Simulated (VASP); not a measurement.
Here is a VASP 6.6.1 calculation.

Contents of INCAR:

```
PREC = Accurate ; ENCUT = 520
EDIFF = 1E-8 ; ISMEAR = -1
SIGMA = 0.05 ; LREAL = F
LASPH = T ; NELM = 150
ALGO = Normal ; ISIF = 2
LWAVE = F ; LCHARG = F
ISPIN = 2 ; MAGMOM = 1 1 1 0
LORBIT = 11 ; LMAXMIX = 4
GGA = PS ; IBRION = 8
NSW = 1
```

The input KPOINTS:

```
Automatic mesh
0
Gamma
  6 6 6
```

File POSCAR:

```
AlNi3
1.0
    3.5230547267      0.0000000000      0.0000000000
    0.0000000000      3.5230547267      0.0000000000
    0.0000000000      0.0000000000      3.5230547267
Ni Al
3 1
Direct
    0.5000000000      0.5000000000      0.0000000000
    0.5000000000      0.0000000000      0.5000000000
    0.0000000000      0.5000000000      0.5000000000
    0.0000000000      0.0000000000      0.0000000000
```

Potentials or basis: VASP PAW PBE potentials, release 64 (Ni, Al).

Command:

```console
$ cat potpaw_PBE.64/Ni/POTCAR potpaw_PBE.64/Al/POTCAR > POTCAR
$ mpirun -np 1 vasp_std > vasp.out
```

(1) What does it give for the highest phonon frequency at Γ?

(2) Estimate the net moment.

(3) Predict the site moments.

Answers

(1) 342 cm⁻¹.

(2) 0.66 μB per cell.

(3) Ni +0.23; Al -0.01 μB.
